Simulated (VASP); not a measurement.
MoOs:

```
CELL_PARAMETERS angstrom
2.78176 0.00000 0.00000
-1.39088 2.40907 0.00000
0.00000 0.00000 4.50706
ATOMIC_POSITIONS crystal
Mo 0.66667 0.33333 0.50000
Os 0.33333 0.66667 0.00000
```

```yaml
Program: VASP 6.6.1
Task: relaxation of cell and atoms
Functional: PBEsol
Potentials_or_basis: VASP PAW PBE potentials, release 64 (Mo_sv, Os)
Cutoff: 600 eV
k_mesh: 9 × 9 × 5
Occupations: gaussian, width 0.1 eV
Spin: no spin polarisation
```

At the start: pressure -11.2 GPa; volume 15.10 Å³/atom.

Task: Where does the relaxation end?

Result: Over 7 steps the energy falls by 18.5 meV/atom and the volume is 14.59 Å³/atom (-3.4 %); space group P-6m2 (No. 187, to 0.05 Å).

The path:
| step | energy change (eV) | largest force (eV/Å) | pressure (GPa) | volume (Å³) |
| --- | --- | --- | --- | --- |
| 1 | 0.0000 | 0.0000 | -11.16 | 30.20 |
| 2 | 0.4856 | 0.0000 | 55.91 | 25.83 |
| 3 | -0.0368 | 0.0000 | -0.67 | 29.23 |
| 4 | -0.0369 | 0.0000 | -0.12 | 29.19 |
| 5 | -0.0369 | 0.0000 | 0.13 | 29.17 |
| 6 | -0.0369 | 0.0000 | -0.33 | 29.21 |
| 7 | -0.0370 | 0.0000 | -0.04 | 29.18 |

Final structure:
```xyz
2
Lattice="2.7501 0.0000 0.0000 -1.3751 2.3817 0.0000 0.0000 0.0000 4.4548" Properties=species:S:1:pos:R:3 pbc="T T T"
Mo    1.3751    0.7939    2.2274
Os    0.0000    1.5878    0.0000
```

Caveat: the PAW data sets were made with another functional, which shifts forces and pressure a little.
